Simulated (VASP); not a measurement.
# SnTe (P1) in VASP: settings compared, part 2 of 2

VASP 6.6.1.

### 3 Single point, PBE+D3(BJ), collinear spin, zero start

File INCAR:

```
ALGO = Normal
EDIFF = 1E-6
ENCUT = 520
GGA = PE
ISIF = 2
ISMEAR = -1
ISPIN = 2
IVDW = 12
LASPH = True
LCHARG = False
LORBIT = 11
LREAL = False
LWAVE = False
MAGMOM = 0 0 0 0
NBANDS = 32
NELECT = 41.0
NELM = 150
PREC = Accurate
SIGMA = 0.05
```

File KPOINTS:

```
Automatic mesh
0
Gamma
  3 5 5
  0.5 0 0.5
```

File POSCAR:

```
SnTe
1.0
   -3.1319710000      6.4161970000      2.9920860000
    3.2543020000     -0.0470350000      3.2084860000
    3.1301140000      3.1685940000      0.0771530000
Sn Te
2 2
Direct
    0.0122020000      0.9880320000      0.0548500000
    0.4897860000      0.5105970000      0.9858800000
    0.2357820000      0.7123590000      0.5338840000
    0.7734210000      0.3079460000      0.4296230000
```

Potentials or basis: VASP PAW PBE potentials, release 64 (Sn_d, Te).

Started as:

```
$ cat potpaw_PBE.64/Sn_d/POTCAR potpaw_PBE.64/Te/POTCAR > POTCAR
$ mpirun -np 1 vasp_std > vasp.out
```

OUTCAR:

```text
EDIFF = 1E-6
   ENCUT = 520
   GGA = PE
   ISIF = 2
   ISMEAR = -1
   ISPIN = 2
   IVDW = 12
   LASPH = True
   LORBIT = 11
   LREAL = False
   NELECT = 41.0
   NELM = 150
   PREC = Accurate
 IVDW          = 12

 ion  position               nearest neighbor table
   1  0.012  0.988  0.055-   4 2.90   3 2.96   3 2.97   4 3.00   3 3.24   4 3.54
   2  0.490  0.511  0.986-   3 3.08   3 3.17   4 3.25   3 3.28   4 3.29   4 3.36
   3  0.236  0.712  0.534-   1 2.96   1 2.97   2 3.08   2 3.17   1 3.24   2 3.28
   4  0.773  0.308  0.430-   1 2.90   1 3.00   2 3.25   2 3.29   2 3.36   1 3.54

  LATTYP: Found a triclinic cell.
 ALAT       =     4.4546104403
 B/A-ratio  =     1.0259568491
 C/A-ratio  =     1.9341325934
 COS(alpha) =     0.0146462391
 COS(beta)  =     0.4857864934
 COS(gamma) =     0.5051835802

  Lattice vectors:

 A1 = (   3.1301140000,   3.1685940000,   0.0771530000)
 A2 = (   3.2543020000,  -0.0470350000,   3.2084860000)
 A3 = (   6.1378970000,  -0.0319740000,  -6.0462660000)

Analysis of symmetry for initial positions (statically):
=====================================================================
 Subroutine PRICEL returns:
 Original cell was already a primitive cell.

 Routine SETGRP: Setting up the symmetry group for a
 triclinic supercell.

 Subroutine GETGRP returns: Found  1 space group operations
 (whereof  1 operations were pure point group operations)
 out of a pool of  2 trial point group operations.

The static configuration has the point symmetry C_1 .

Analysis of symmetry for dynamics (positions and initial velocities):
=====================================================================
 Subroutine PRICEL returns:
 Original cell was already a primitive cell.

 Routine SETGRP: Setting up the symmetry group for a
 triclinic supercell.

 Subroutine GETGRP returns: Found  1 space group operations
 (whereof  1 operations were pure point group operations)
 out of a pool of  2 trial point group operations.

[... 167 lines left out ...]

 E-fermi :   7.4651     XC(G=0):  -9.6324

 val. band max:        7.4528983186   @ k =   0.1667   0.2000   0.1000
 cond. band min:       7.4690972155   @ k =   0.5000  -0.2000   0.3000
 fundamental gap:      0.0161988968
 Fermi energy:         7.4651411224

 spin component 1

 k-point     1 :       0.1667   -0.0000    0.1000
  band No.  band energies     occupation
      1     -14.8773      1.00000
      2     -14.8749      1.00000
      3     -14.8673      1.00000
      4     -14.8551      1.00000
      5     -14.8533      1.00000
      6     -14.8481      1.00000
[... 829 lines left out ...]
     31      14.7604      0.00000
     32      15.0539      0.00000

 [... further k-points ...]

 spin component 2

 k-point     1 :       0.1667   -0.0000    0.1000
  band No.  band energies     occupation
      1     -14.8773      1.00000
      2     -14.8749      1.00000
      3     -14.8673      1.00000
      4     -14.8551      1.00000
      5     -14.8533      1.00000
      6     -14.8481      1.00000
[... 829 lines left out ...]
     31      14.7604      0.00000
     32      15.0539      0.00000

 [... further k-points ...]

------------------------ aborting loop because EDIFF is reached ----------------------------------------

 Edisp (eV)   -1.59386

 E8    (eV) :    -0.7510

  FORCE on cell =-STRESS in cart. coord.  units (eV):
  Direction    XX          YY          ZZ          XY          YZ          ZX
  --------------------------------------------------------------------------------------
  -------------------------------------------------------------------------------------
  Total      12.22022    12.08696    15.01762    -0.34034    -0.57041    -0.06668
  in kB     155.42278   153.72792   191.00160    -4.32858    -7.25480    -0.84802
  external pressure =      166.72 kB  Pullay stress =        0.00 kB

 VOLUME and BASIS-vectors are now :
 -----------------------------------------------------------------------------
  energy-cutoff  :      520.00
  volume of cell :      125.97
      direct lattice vectors                 reciprocal lattice vectors
    -3.131971000  6.416197000  2.992086000    -0.080732233  0.077730218  0.083024551
     3.254302000 -0.047035000  3.208486000     0.071330625 -0.076264525  0.238206276
     3.130114000  3.168594000  0.077153000     0.164536369  0.157066670 -0.164583359

 POSITION                                       TOTAL-FORCE (eV/Angst)
 -----------------------------------------------------------------------------------
      3.34882      0.20562      3.21083        -0.147981     -0.462508      0.118705
      3.21356      6.24240      3.17979        -0.126550      0.329382      0.076276
      3.25089      3.17098      3.03226        -0.197596      0.154362      1.004919
     -0.07541      6.30924      3.33533         0.472127     -0.021236     -1.199900
 -----------------------------------------------------------------------------------
    total drift:                                0.000067     -0.000056      0.000237

  FREE ENERGIE OF THE ION-ELECTRON SYSTEM (eV)
  ---------------------------------------------------
  free  energy   TOTEN  =        -8.9215398777 eV

  energy  without entropy=       -8.8868686493  energy(sigma->0) =       -8.90420426

 total charge

# of ion       s       p       d       tot
------------------------------------------
    1        1.352   0.950  10.003  12.305
    2        1.362   0.860   9.974  12.196
    3        1.411   1.997   0.053   3.461
    4        1.409   2.004   0.040   3.452
--------------------------------------------------
tot          5.533   5.810  20.071  31.415

 magnetization (x)

# of ion       s       p       d       tot
------------------------------------------
    1       -0.000   0.000  -0.000   0.000
    2       -0.000   0.000  -0.000   0.000
    3        0.000  -0.000   0.000   0.000
    4        0.000  -0.000   0.000   0.000
--------------------------------------------------
tot         -0.000   0.000  -0.000   0.000
```

OSZICAR:

```text
N       E                     dE             d eps       ncg     rms          rms(c)
DAV:   1     0.365164860487E+03    0.36516E+03   -0.17654E+04  5128   0.154E+03
DAV:   2     0.393003328108E+02   -0.32586E+03   -0.31363E+03  4912   0.440E+02
DAV:   3    -0.532391542462E+01   -0.44624E+02   -0.43832E+02  5840   0.135E+02
DAV:   4    -0.731467389201E+01   -0.19908E+01   -0.19860E+01  5760   0.308E+01
DAV:   5    -0.738949687169E+01   -0.74823E-01   -0.74820E-01  7056   0.608E+00    0.106E+01
DAV:   6    -0.732805598974E+01    0.61441E-01   -0.35911E-01  6264   0.192E+00    0.671E+00
DAV:   7    -0.732896044280E+01   -0.90445E-03   -0.86961E-02  5880   0.153E+00    0.595E-01
DAV:   8    -0.732742261238E+01    0.15378E-02   -0.86646E-03  6048   0.741E-01    0.461E-01
DAV:   9    -0.732756720127E+01   -0.14459E-03   -0.23993E-03  5952   0.323E-01    0.172E-01
DAV:  10    -0.732766181850E+01   -0.94617E-04   -0.25886E-04  5768   0.169E-01    0.501E-02
DAV:  11    -0.732767145475E+01   -0.96363E-05   -0.27208E-05  6736   0.351E-02    0.230E-02
DAV:  12    -0.732767739453E+01   -0.59398E-05   -0.45447E-06  5120   0.228E-02    0.103E-02
DAV:  13    -0.732767893292E+01   -0.15384E-05   -0.34999E-06  5080   0.131E-02    0.310E-03
DAV:  14    -0.732767895514E+01   -0.22218E-07   -0.25857E-07  3752   0.373E-03
   1 F= -.89215399E+01 E0= -.89042043E+01  d E =-.346712E-01  mag=     0.0000
```

It took 3.2 min on 1 thread of Intel Xeon 6975P-C (Granite Rapids), shared host; peak memory 0.45 GiB.

Results:

- Free energy: -8.9215 eV
- Largest force: 1.290 eV/Å
- Net moment: 0.00 μB per cell
- Valence electrons inside the program's atomic spheres: Sn 12.30, 12.20; Te 3.46, 3.45
- Dispersion energy per atom: -0.398 eV

Forces on the atoms (eV/Å):
```
Sn  -0.148 -0.463  0.119
Sn  -0.127  0.329  0.076
Te  -0.198  0.154  1.005
Te   0.472 -0.021 -1.200
```

Caveat: the cell carries a net charge on a neutralising background, which shifts energy and pressure; the cell is charged against a uniform background, so pressure and absolute levels hang on convention; three body term missing; no moment was typed at the start, so none could form; spin-orbit coupling is left out, which moves the levels of the heavy elements; forces of over 1 eV/Å act on the atoms, so gaps and moduli don't describe the material at rest.
